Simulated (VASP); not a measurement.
# Te2Mo in VASP: further runs, part 2 of 2

VASP 6.6.1.

### 4 Single point, PBE exchange alone

This run uses another cell than the first one.

File INCAR:

```
  PREC = Accurate
  ENCUT = 520
  EDIFF = 1E-6
  ISMEAR = -1
  SIGMA = 0.05
  LREAL = False
  LASPH = True
  NELM = 100
  ALGO = Normal
  ISIF = 2
  LWAVE = False
  LCHARG = False
  GGA = PE
  ALDAC = 0.0
  AGGAC = 0.0
  NBANDS = 35
```

File KPOINTS:

```
Automatic mesh
0
Gamma
  4 8 1
```

File POSCAR:

```
Te2Mo
1.0
    6.4863781235      0.0000000000      0.0000000000
    0.0000000000      3.5486635872      0.0000000000
   -0.0874228505      0.0000000000     36.8854017842
Te Mo
4 2
Direct
    0.4292511000      0.7500000000      0.5407035800
    0.5707489000      0.2500000000      0.4592964200
    0.9208478700      0.2500000000      0.5565273200
    0.0791521300      0.7500000000      0.4434726800
    0.1813475600      0.2500000000      0.4974653700
    0.8186524400      0.7500000000      0.5025346300
```

Potentials or basis: VASP PAW PBE potentials, release 64 (Te, Mo_sv).

Run with:

```
$ cat potpaw_PBE.64/Te/POTCAR potpaw_PBE.64/Mo_sv/POTCAR > POTCAR
$ mpirun -np 1 vasp_std > vasp.out
```

OUTCAR:

```text
PREC = Accurate
   ENCUT = 520
   EDIFF = 1E-6
   ISMEAR = -1
   LREAL = False
   LASPH = True
   NELM = 100
   ISIF = 2
   GGA = PE

 ion  position               nearest neighbor table
   1  0.429  0.750  0.541-   5 2.87   5 2.87   6 2.89   2 3.61   2 3.61
   2  0.571  0.250  0.459-   6 2.87   6 2.87   5 2.89   1 3.61   1 3.61
   3  0.921  0.250  0.557-   6 2.75   6 2.75   5 2.76
   4  0.079  0.750  0.443-   5 2.75   5 2.75   6 2.76
   5  0.181  0.250  0.497-   4 2.75   4 2.75   3 2.76   1 2.87   1 2.87   2 2.89   6 2.95   6 2.95

   6  0.819  0.750  0.503-   3 2.75   3 2.75   4 2.76   2 2.87   2 2.87   1 2.89   5 2.95   5 2.95
[... 768 lines left out ...]
  -------------------------------------------------------------------------------------
  Total        7.6406272      8.1229405      5.4428878      0.0000000      0.0000000     -0.1541137
  in kB       14.4184303     15.3285912     10.2711330      0.0000000      0.0000000     -0.2908240
  external PRESSURE =      13.3393849 kB  Pullay stress =       0.0000000 kB

 VOLUME and BASIS-vectors are now :
 -----------------------------------------------------------------------------
  energy-cutoff  :      520.00
  volume of cell :      849.03
      direct lattice vectors                 reciprocal lattice vectors
     6.486378123  0.000000000  0.000000000     0.154169242  0.000000000  0.000365400
     0.000000000  3.548663587  0.000000000     0.000000000  0.281796224  0.000000000
    -0.087422850  0.000000000 36.885401784     0.000000000  0.000000000  0.027110997

 POSITION                                       TOTAL-FORCE (eV/Angst)
 -----------------------------------------------------------------------------------
      2.73702      2.66150     19.94407        -0.016245      0.000000      0.642948
      3.66194      0.88717     16.94133         0.016245     -0.000000     -0.642948
      5.92431      0.88717     20.52773        -0.022353      0.000000      0.846975
      0.47464      2.66150     16.35767         0.022353     -0.000000     -0.846975
      1.13280      0.88717     18.34921         0.069528      0.000000      0.001642
      5.26616      2.66150     18.53619        -0.069528      0.000000     -0.001642
 -----------------------------------------------------------------------------------
    total drift:                               -0.000000     -0.000000     -0.000000

  FREE ENERGIE OF THE ION-ELECTRON SYSTEM (eV)
  ---------------------------------------------------
  free  energy   TOTEN  =       -25.9343502718 eV

  energy  without entropy=      -25.9262027529  energy(sigma->0) =      -25.93027651
```

OSZICAR:

```text
N       E                     dE             d eps       ncg     rms          rms(c)
DAV:   1     0.416302885501E+03    0.41630E+03   -0.20829E+04  1306   0.104E+03
DAV:   2     0.219308615320E+02   -0.39437E+03   -0.38121E+03  1536   0.217E+02
DAV:   3    -0.252953160953E+02   -0.47226E+02   -0.46527E+02  1379   0.705E+01
DAV:   4    -0.272787839443E+02   -0.19835E+01   -0.19473E+01  1494   0.144E+01
[... 15 lines left out ...]
DAV:  20    -0.259343369478E+02   -0.16398E-05   -0.15816E-08   739   0.666E-04    0.403E-04
DAV:  21    -0.259343466447E+02   -0.96969E-05   -0.37774E-07   866   0.970E-04    0.434E-04
DAV:  22    -0.259343485136E+02   -0.18689E-05   -0.26425E-08   831   0.401E-04    0.229E-04
DAV:  23    -0.259343495199E+02   -0.10063E-05    0.55614E-10   753   0.219E-04    0.109E-04
DAV:  24    -0.259343502718E+02   -0.75191E-06    0.18419E-09   765   0.242E-04
   1 F= -.25934350E+02 E0= -.25930277E+02  d E =-.814752E-02
```

It took 7.7 min on 1 thread of Intel Xeon 6975P-C (Granite Rapids), shared host; peak memory 0.93 GiB.

What came out:

```yaml
Free_energy: -25.9344 eV
Largest_force: 0.847 eV/Å
Band_gap_on_the_k_mesh: zero (bands 26 and 27 overlap by 0.13 eV)
```

Forces in eV/Å, atoms in the order of the input:
```
Te  -0.016  0.000  0.643
Te   0.016  0.000 -0.643
Te  -0.022  0.000  0.847
Te   0.022  0.000 -0.847
Mo   0.070  0.000  0.002
Mo  -0.070  0.000 -0.002
```

Levels at points of the mesh, in eV from the Fermi level:
| k point | band 23 | band 24 | band 25 | band 26 | band 27 | band 28 | band 29 | band 30 |
| --- | --- | --- | --- | --- | --- | --- | --- | --- |
| (0.00, 0.00, 0.00) | -0.86 | -0.57 | -0.29 | 0.13 | 0.62 | 0.93 | 1.58 | 2.01 |
| (0.50, 0.00, 0.00) | -1.16 | -0.75 | -0.72 | -0.63 | 0.16 | 0.94 | 1.36 | 1.65 |
| (0.00, 0.50, 0.00) | -1.50 | -1.50 | -1.30 | -1.30 | 1.09 | 1.09 | 1.38 | 1.38 |
| (0.50, 0.50, 0.00) | -1.60 | -1.60 | -0.78 | -0.78 | 1.01 | 1.01 | 1.78 | 1.78 |

Caveat: spin-orbit coupling is left out, which moves the levels of the heavy elements.

### 5 Single point, PBE

This run uses another cell than the first one.

File INCAR:

```
SYSTEM = Te2Mo
PREC = Accurate ; ENCUT = 520
EDIFF = 1E-6 ; ISMEAR = -1
SIGMA = 0.05 ; LREAL = .FALSE.
LASPH = .TRUE. ; NELM = 80
ALGO = Normal ; ISIF = 2
LWAVE = .FALSE. ; LCHARG = .FALSE.
GGA = PE ; NBANDS = 35
```

File KPOINTS:

```
regular mesh
0
G
  4 8 1
  0 0 0
```

Changes to POSCAR since step 4:

```diff
@@ -2,5 +2,5 @@
 1.0
-    6.4863781235      0.0000000000      0.0000000000
-    0.0000000000      3.5486635872      0.0000000000
-   -0.0874228505      0.0000000000     36.8854017842
+    6.4037401044      0.0000000000      0.0000000000
+    0.0000000000      3.5034527586      0.0000000000
+   -0.0863090623      0.0000000000     36.4154728842
 Te Mo
```

Run with:

```
$ cat potpaw_PBE.64/Te/POTCAR potpaw_PBE.64/Mo_sv/POTCAR > POTCAR
$ mpirun -np 1 vasp_std > vasp.out
```

It took 9.4 min on 1 thread of Intel Xeon 6975P-C (Granite Rapids), shared host; peak memory 0.94 GiB.

Results (log left out):

| Item | Value |
| --- | --- |
| Free energy | -35.9593 eV |
| Largest force | 0.105 eV/Å |
| Band gap on the k mesh | zero (bands 26 and 27 overlap by 0.16 eV) |

Forces on the atoms (eV/Å):
```
Te   0.025  0.000 -0.102
Te  -0.025  0.000  0.102
Te  -0.007  0.000 -0.053
Te   0.007  0.000  0.053
Mo   0.003  0.000 -0.008
Mo  -0.003  0.000  0.008
```

Levels at points of the mesh, in eV from the Fermi level:
```tsv
k point	band 22	band 23	band 24	band 25	band 26	band 27	band 28	band 29	band 30	band 31
(0.00, 0.00, 0.00)	-1.25	-0.91	-0.58	-0.29	0.16	0.64	1.04	1.68	2.09	2.19
(0.50, 0.00, 0.00)	-1.27	-1.21	-0.78	-0.75	-0.64	0.12	1.04	1.45	1.77	2.75
(0.00, 0.50, 0.00)	-2.48	-1.56	-1.56	-1.36	-1.36	1.16	1.16	1.42	1.42	1.98
(0.50, 0.50, 0.00)	-2.21	-1.68	-1.68	-0.82	-0.82	1.07	1.07	1.87	1.87	2.26
```

Caveat: spin-orbit coupling is left out, which moves the levels of the heavy elements.

### 6 The runs side by side

| level | cell | gap on the mesh (eV) | largest force (eV/Å) |
| --- | --- | --- | --- |
| PBE exchange alone | a = 6.319, b = 3.457, c = 35.933 Å, angles 90.0, 90.1, 90.0°, 6 atoms | none | 2.16 |
| PBE exchange alone | a = 6.445, b = 3.526, c = 36.652 Å, angles 90.0, 90.1, 90.0°, 6 atoms | none | 1.14 |
| PBE exchange alone | a = 6.486, b = 3.549, c = 36.886 Å, angles 90.0, 90.1, 90.0°, 6 atoms | none | 0.85 |
| PBE | a = 6.404, b = 3.503, c = 36.416 Å, angles 90.0, 90.1, 90.0°, 6 atoms | none | 0.10 |

Alike in all rows: task single point; potentials or basis VASP PAW PBE potentials, release 64 (Te, Mo_sv); no spin polarisation; k mesh 4 × 8 × 1; cutoff (eV) 520; smearing fermi-dirac 0.05 eV.

Caveats: spin-orbit coupling is left out, which moves the levels of the heavy elements.

Total energies depend on the potentials used, so only differences within one code and one set of settings carry meaning.
